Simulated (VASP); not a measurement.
Input of a VASP 6.6.1 run:

Contents of INCAR:

```
SYSTEM = Ba
PREC = Accurate ; ENCUT = 520
EDIFF = 1E-7 ; ISMEAR = 0
SIGMA = 0.05 ; LREAL = .FALSE.
LASPH = .TRUE. ; NELM = 100
ALGO = Normal ; ISIF = 2
LWAVE = .FALSE. ; LCHARG = .TRUE.
GGA = PE ; LELF = .TRUE.
LVHAR = .TRUE. ; NBANDS = 11
```

The input KPOINTS:

```
Automatic mesh
0
G
  6 6 6
  0 0 0
```

File POSCAR:

```
Ba
1.0
    0.0000000000      3.1624017686      3.1624017686
    3.1624017686      0.0000000000      3.1624017686
    3.1624017686      3.1624017686      0.0000000000
Ba
1
Direct
    0.0000000000      0.0000000000      0.0000000000
```

Potentials or basis: VASP PAW PBE potentials, release 64 (Ba_sv).

Launch:

```console
$ cat potpaw_PBE.64/Ba_sv/POTCAR > POTCAR
$ mpirun -np 1 vasp_std > vasp.out
```

(1) Predict the band gap on the k mesh.

(2) Estimate the pressure.

Results:

(1) zero (band 5 reaches 1.82 eV, above the bottom of band 6 at 1.50 eV).

(2) 0.0 GPa.

Caveat: spin-orbit coupling is left out, which moves the levels of the heavy elements.
